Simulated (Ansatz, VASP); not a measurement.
## Two plane-wave programs on PbS

File POSCAR:

```
PbS
1.0
    2.1119725129      1.2193478988      3.3128333333
   -2.1119725129      1.2193478988      3.3128333333
    0.0000000000     -2.4386957977      3.3128333333
Pb S
1 1
Direct
    0.9781509158      0.9781509158      0.9781509158
    0.4774504142      0.4774504142      0.4774504142
```

INCAR.step1

```
  PREC = Accurate
  ENCUT = 520
  ISMEAR = 0
  SIGMA = 0.05
  LREAL = F
  LASPH = T
  NELM = 60
  NBANDS = 17
  GGA = PE
  ALGO = Normal
  EDIFF = 1E-4
  LWAVE = T
  LCHARG = F
```

INCAR.step2

```
  PREC = Accurate
  ENCUT = 520
  EDIFF = 1E-7
  ISMEAR = 0
  SIGMA = 0.05
  LREAL = F
  LASPH = T
  NELM = 60
  ALGO = Normal
  ISIF = 2
  LWAVE = F
  LCHARG = F
  METAGGA = R2SCAN
  LMIXTAU = T
  NBANDS = 17
  ISTART = 1
```

KPOINTS

```
regular mesh
0
Gamma
  9 9 9
```

Input for Ansatz:

```yaml
crystal:
  lattice:
    - [2.1119725129, 1.2193478988, 3.3128333333]
    - [-2.1119725129, 1.2193478988, 3.3128333333]
    - [0.0, -2.4386957977, 3.3128333333]
  atoms:
    - { symbol: Pb, position: [0.9781509158, 0.9781509158, 0.9781509158] }
    - { symbol: S, position: [0.4774504142, 0.4774504142, 0.4774504142] }
basis:
  ecutwfc: 500
kpoints:
  mp_grid: { grid: [9, 9, 9] }
hamiltonian:
  xc: r2scan
scf:
  occupations: { method: gaussian, width: 0.05 }
output:
  forces: true
  stress: true
  eigenvalues: true
  write_density: true
  write_potential: true
  elf: true
  volumetric_format: npy
```

Alike in both runs: task single point; functional r2SCAN; k mesh 9 × 9 × 9; occupations gaussian, width 0.05 eV; no spin polarisation.

```csv
,VASP,Ansatz
version,VASP 6.6.1,Ansatz 0.2.0
potentials or method,"VASP PAW PBE potentials, release 64 (Pb_d, S), cutoff 520 eV","scalar-relativistic, plane waves, PAW"
valence electrons in the cell,20,20
```

|  | VASP | Ansatz | Ansatz less VASP |
| --- | --- | --- | --- |
| pressure (GPa) | 2.5 | 2.5 | +0.02 |
| traceless stress, the component that is largest in VASP (GPa) | 0.99 | 0.99 | -0.001 |
| rms of the force components (eV/Å) | 0.003 | 0.003 | -0.0002 |

VASP's potentials were made for PBE, not for r2SCAN. Atom by atom the forces differ by 0.000 eV/Å (rms over components). The functional is the same, so the differences come from potentials, cutoffs and numerics.

Spin-orbit coupling is off throughout.
